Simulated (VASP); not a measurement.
Here is a VASP 6.6.1 calculation.

INCAR

```
SYSTEM = WS2
PREC = Accurate
ENCUT = 500
EDIFF = 1E-6
ISMEAR = 0
SIGMA = 0.1
LREAL = .False.
LASPH = .True.
NELM = 120
ALGO = Normal
ISIF = 2
LWAVE = .False.
LCHARG = .True.
GGA = PS
LELF = .True.
LVHAR = .True.
NBANDS = 35
GGA_COMPAT = .False.
```

The input KPOINTS:

```
regular mesh
0
Gamma
  6 6 1
  0 0 0
```

File POSCAR:

```
WS2
1.0
    3.1832085602      0.0000000000      0.0000000000
   -1.5916042801      2.7567394786      0.0000000000
    0.0000000000      0.0000000000     23.6687632500
W S
2 4
Direct
    0.3333333300      0.6666666700      0.6373175400
    0.6666666700      0.3333333300      0.3626824600
    0.3333333300      0.6666666700      0.2968161100
    0.6666666700      0.3333333300      0.5714418300
    0.3333333300      0.6666666700      0.4285581700
    0.6666666700      0.3333333300      0.7031838900
```

Potentials or basis: VASP PAW PBE potentials, release 64 (W_sv, S).

Run with:

```console
$ cat potpaw_PBE.64/W_sv/POTCAR potpaw_PBE.64/S/POTCAR > POTCAR
$ mpirun -np 1 vasp_std > vasp.out
```

Problem. Estimate the band gap on the k mesh.

Solution. 1.46 eV, indirect (least direct gap 1.76 eV).

Problem. What does it give for the largest force?

Solution. 0.089 eV/Å.

Forces on the atoms (eV/Å):
```
W    0.000  0.000  0.007
W    0.000  0.000 -0.007
S    0.000  0.000  0.089
S    0.000  0.000  0.063
S    0.000  0.000 -0.063
S    0.000  0.000 -0.089
```

Caveat: the PAW data sets were made with another functional, which shifts forces and pressure a little; spin-orbit coupling is left out, which moves the levels of the heavy elements.
